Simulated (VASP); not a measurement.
# Ca (Pm-3n) in VASP: single point with r2SCAN

Aim: the single point of Ca with r2SCAN.

Everything below comes from runs of VASP 6.6.1. Logs are shortened: lines on timing, memory, paths and dates and some standing lists are left out, and cuts for length are marked.

**1. The cell of the first run**

Symmetry: Pm-3n, No. 223, cubic system. Conventional cell: a = 7.058 Å, b = 7.058 Å, c = 7.058 Å, α = 90.00°, β = 90.00°, γ = 90.00°. Ca (site symmetry m-3) has 12 Ca at 3.95 Å within 5.2 Å. Within 4.6 Å of Ca (site symmetry -4m2) lie 14 Ca at 3.53 to 4.32 Å.

**2. Single point, r2SCAN**

File POSCAR:

```
Ca
1.0
    7.0578195955      0.0000000000      0.0000000000
    0.0000000000      7.0578195955      0.0000000000
    0.0000000000      0.0000000000      7.0578195955
Ca
8
Direct
    0.5000000000      0.5000000000      0.5000000000
    0.0000000000      0.0000000000      0.0000000000
    0.2500000000      0.0000000000      0.5000000000
    0.5000000000      0.2500000000      0.0000000000
    0.5000000000      0.7500000000      0.0000000000
    0.7500000000      0.0000000000      0.5000000000
    0.0000000000      0.5000000000      0.7500000000
    0.0000000000      0.5000000000      0.2500000000
```

File INCAR.step1:

```
SYSTEM = Ca
  ALGO = Normal
  EDIFF = 1E-4
  ENCUT = 520
  GGA = PE
  ISMEAR = 0
  LASPH = .TRUE.
  LCHARG = .FALSE.
  LREAL = .FALSE.
  LWAVE = .TRUE.
  NBANDS = 50
  NELM = 60
  PREC = Accurate
  SIGMA = 0.1
```

File INCAR.step2:

```
SYSTEM = Ca
  ALGO = Normal
  EDIFF = 1E-6
  ENCUT = 520
  ISIF = 2
  ISMEAR = 0
  ISTART = 1
  LASPH = .TRUE.
  LCHARG = .TRUE.
  LELF = .TRUE.
  LMIXTAU = .TRUE.
  LREAL = .FALSE.
  LVHAR = .TRUE.
  LWAVE = .FALSE.
  METAGGA = R2SCAN
  NBANDS = 50
  NELM = 60
  PREC = Accurate
  SIGMA = 0.1
```

File KPOINTS:

```
k-points
0
G
  4 4 4
  0 0 0
```

Potentials or basis: VASP PAW PBE potentials, release 64 (Ca_sv).

On the command line:

```sh
$ cat potpaw_PBE.64/Ca_sv/POTCAR > POTCAR
$ cp INCAR.step1 INCAR
$ mpirun -np 1 vasp_std > vasp.out
$ cp INCAR.step2 INCAR
$ mpirun -np 1 vasp_std > vasp.out
```

OUTCAR:

```text
SYSTEM = Ca
   EDIFF = 1E-6
   ENCUT = 520
   ISIF = 2
   ISMEAR = 0
   ISTART = 1
   LASPH = .TRUE.
   LREAL = .FALSE.
   METAGGA = R2SCAN
   NELM = 60
   PREC = Accurate

 ion  position               nearest neighbor table
   1  0.500  0.500  0.500-
   2  0.000  0.000  0.000-
   3  0.250  0.000  0.500-
   4  0.500  0.250  0.000-
   5  0.500  0.750  0.000-
   6  0.750  0.000  0.500-
   7  0.000  0.500  0.750-
   8  0.000  0.500  0.250-

  LATTYP: Found a simple cubic cell.
 ALAT       =     7.0578195955

  Lattice vectors:

 A1 = (   7.0578195955,   0.0000000000,   0.0000000000)
 A2 = (   0.0000000000,   7.0578195955,   0.0000000000)
 A3 = (   0.0000000000,   0.0000000000,   7.0578195955)

Analysis of symmetry for initial positions (statically):
=====================================================================
 Subroutine PRICEL returns:
 Original cell was already a primitive cell.

 Routine SETGRP: Setting up the symmetry group for a
 simple cubic supercell.

 Subroutine GETGRP returns: Found 48 space group operations
 (whereof 24 operations were pure point group operations)
 out of a pool of 48 trial point group operations.

The static configuration has the point symmetry T_h .
 The point group associated with its full space group is O_h .

Analysis of symmetry for dynamics (positions and initial velocities):
=====================================================================
 Subroutine PRICEL returns:
 Original cell was already a primitive cell.

 Routine SETGRP: Setting up the symmetry group for a
 simple cubic supercell.

 Subroutine GETGRP returns: Found 48 space group operations
 (whereof 24 operations were pure point group operations)
 out of a pool of 48 trial point group operations.

The dynamic configuration has the point symmetry T_h .
 The point group associated with its full space group is O_h .

 Subroutine INISYM returns: Found 48 space group operations
 (whereof 24 operations are pure point group operations),
 and found     1 'primitive' translations

----------------------------------------------------------------------------------------

                                     Primitive cell

  volume of cell :     351.5699

[... 87 lines left out ...]
   EDIFFG = 0.1E-04   stopping-criterion for IOM
   NSW    =      0    number of steps for IOM
   IBRION =     -1    ionic relax: 0-MD 1-quasi-New 2-CG
   NFREE  =      0    steps in history (QN), initial steepest desc. (CG)
   ISIF   =      2    stress and relaxation
   ISYM   =      2    0-nonsym 1-usesym 2-fastsym
   POTIM  = 0.5000    time-step for ionic-motion
   TEBEG  =    0.0;   TEEND  =   0.0 temperature during run
   PSTRESS=    0.0 pullay stress
   NELECT =      80.0000    total number of electrons
   NUPDOWN=      -1.0000    fix difference up-down
   EMIN   =  10.00;   EMAX   =-10.00  energy-range for DOS
   EFERMI =   0.00;   METHOD = LEGACY
   ISMEAR =     0;   SIGMA  =   0.10  broadening in eV -4-tet -1-fermi 0-gaus
   EFERMI_NEDOS =   21; number of points for ismear=-14 and -15
   IALGO  =     38    algorithm
   IMIX   =      4    mixing-type and parameters
     AMIX     =   0.40;   BMIX     =  1.00
     AMIX_MAG =   1.60;   BMIX_MAG =  1.00
  volume/ion in A,a.u.               =      43.95       296.56
  Fermi-wavevector in a.u.,A,eV,Ry     =   0.999465  1.888715 13.591273  0.998930
  Thomas-Fermi vector in A             =   2.131757
   LORBIT       =      0    0 simple, 1 ext, 2 COOP (PROOUT), +10 PAW based schemes
   METAGGA = R2SCAN    functional components
   LHFCALC =     F    Hartree Fock is set to
   AEXX    =    0.0000 exact exchange contribution
   IVDW    =     0    specifies the selected vdW correction
   LEPSILON=     F    determine dielectric tensor
   LRPA    =     F    only Hartree local field effects (RPA)
 non-spin polarized calculation
 Gauss-broadening in eV      SIGMA  =   0.10
  energy-cutoff  :      520.00
  volume of cell :      351.57
 maximum number of plane-waves:      9504
 NGX is ok and might be reduce to    54
   NGX = 27   NGY = 27   NGZ = 27

 number of electron      80.0000018 magnetization

 Free energy of the ion-electron system (eV)
  ---------------------------------------------------
  ext. energy  EPLUGINS =         0.00000000
  ---------------------------------------------------
  free energy    TOTEN  =       -55.92190838 eV

  energy without entropy =      -55.88048617  energy(sigma->0) =      -55.90119728

 E-fermi :   1.9368     XC(G=0):  -8.0815

 val. band max:        1.9240769696   @ k =   0.2500   0.2500   0.0000
 cond. band min:       1.9830564868   @ k =   0.5000   0.5000   0.0000
 fundamental gap:      0.0589795172
 Fermi energy:         1.9367737120

 k-point     1 :       0.0000    0.0000    0.0000
  band No.  band energies     occupation
      1     -42.0412      2.00000
      2     -42.0335      2.00000
      3     -42.0335      2.00000
      4     -42.0286      2.00000
      5     -42.0244      2.00000
      6     -42.0174      2.00000
[... 519 lines left out ...]
     49       3.2305      0.00000
     50       3.2307      0.00000

------------------------ aborting loop because EDIFF is reached ----------------------------------------

  FORCE on cell =-STRESS in cart. coord.  units (eV):
  Direction    XX          YY          ZZ          XY          YZ          ZX
  --------------------------------------------------------------------------------------
  -------------------------------------------------------------------------------------
  Total       -0.5351163     -0.5351163     -0.5351163      0.0000000     -0.0000000     -0.0000000
  in kB       -2.4386367     -2.4386367     -2.4386367      0.0000000     -0.0000000     -0.0000000
  external PRESSURE =      -2.4386367 kB  Pullay stress =       0.0000000 kB

 VOLUME and BASIS-vectors are now :
 -----------------------------------------------------------------------------
  energy-cutoff  :      520.00
  volume of cell :      351.57
      direct lattice vectors                 reciprocal lattice vectors
     7.057819595  0.000000000  0.000000000     0.141686818  0.000000000  0.000000000
     0.000000000  7.057819595  0.000000000     0.000000000  0.141686818  0.000000000
     0.000000000  0.000000000  7.057819595     0.000000000  0.000000000  0.141686818

 POSITION                                       TOTAL-FORCE (eV/Angst)
 -----------------------------------------------------------------------------------
      3.52891      3.52891      3.52891         0.000000     -0.000000      0.000000
      0.00000      0.00000      0.00000         0.000000     -0.000000      0.000000
      1.76445      0.00000      3.52891         0.000000     -0.000000     -0.000000
      3.52891      1.76445      0.00000        -0.000000     -0.000000      0.000000
      3.52891      5.29336      0.00000         0.000000      0.000000     -0.000000
      5.29336      0.00000      3.52891        -0.000000      0.000000      0.000000
      0.00000      3.52891      5.29336         0.000000     -0.000000      0.000000
      0.00000      3.52891      1.76445        -0.000000      0.000000     -0.000000
 -----------------------------------------------------------------------------------
    total drift:                                0.000000      0.000000      0.000000

  FREE ENERGIE OF THE ION-ELECTRON SYSTEM (eV)
  ---------------------------------------------------
  free  energy   TOTEN  =       -55.9219083785 eV

  energy  without entropy=      -55.8804861736  energy(sigma->0) =      -55.90119728
```

OSZICAR.step1:

```text
N       E                     dE             d eps       ncg     rms          rms(c)
DAV:   1     0.832702348138E+03    0.83270E+03   -0.38217E+04  1008   0.145E+03
DAV:   2     0.416335440308E+02   -0.79107E+03   -0.78064E+03  1000   0.450E+02
DAV:   3    -0.701634107091E+01   -0.48650E+02   -0.46781E+02  1472   0.831E+01
DAV:   4    -0.143787383559E+02   -0.73624E+01   -0.72536E+01  1656   0.260E+01
DAV:   5    -0.151659168755E+02   -0.78718E+00   -0.78422E+00  1408   0.629E+00    0.672E+00
DAV:   6    -0.151513164187E+02    0.14600E-01   -0.51772E-01  1312   0.317E+00    0.366E+00
DAV:   7    -0.151438601450E+02    0.74563E-02   -0.13409E-01  1272   0.238E+00    0.462E-01
DAV:   8    -0.151423431926E+02    0.15170E-02   -0.21035E-02  1376   0.869E-01    0.598E-01
DAV:   9    -0.151428189262E+02   -0.47573E-03   -0.27324E-03  1320   0.294E-01    0.145E-01
DAV:  10    -0.151429352519E+02   -0.11633E-03   -0.36784E-04   912   0.148E-01    0.677E-02
DAV:  11    -0.151429194490E+02    0.15803E-04   -0.46648E-05   800   0.446E-02
   1 F= -.15142919E+02 E0= -.15122680E+02  d E =-.404796E-01
```

Run time: 12 min. Hardware: 1 thread of Intel Xeon Platinum 8259CL at 2.50GHz (Skylake/Cascade Lake), shared host; peak memory 0.47 GiB.

What came out:

```
Free energy            : -55.9219 eV
Pressure               : -0.2 GPa
Band gap on the k mesh : zero (band 40 reaches 2.39 eV, above the bottom of band 41 at 1.55 eV)
```

Levels at points of the mesh, in eV from the Fermi level:
```csv
k point,band 37,band 38,band 39,band 40,band 41,band 42,band 43,band 44
"(0.00, 0.00, 0.00)",-0.99,-0.99,-0.99,0.46,0.46,0.46,0.47,0.47
"(0.50, 0.00, 0.00)",-0.69,-0.69,-0.45,-0.45,-0.39,-0.39,0.62,0.62
"(0.50, 0.50, 0.00)",-0.36,-0.34,-0.33,-0.33,0.05,0.05,0.26,0.29
"(0.50, 0.50, 0.50)",-1.84,-1.84,-1.84,-1.84,1.06,1.06,1.06,1.06
```

Caveat: the PAW data sets were made with another functional, which shifts forces and pressure a little.
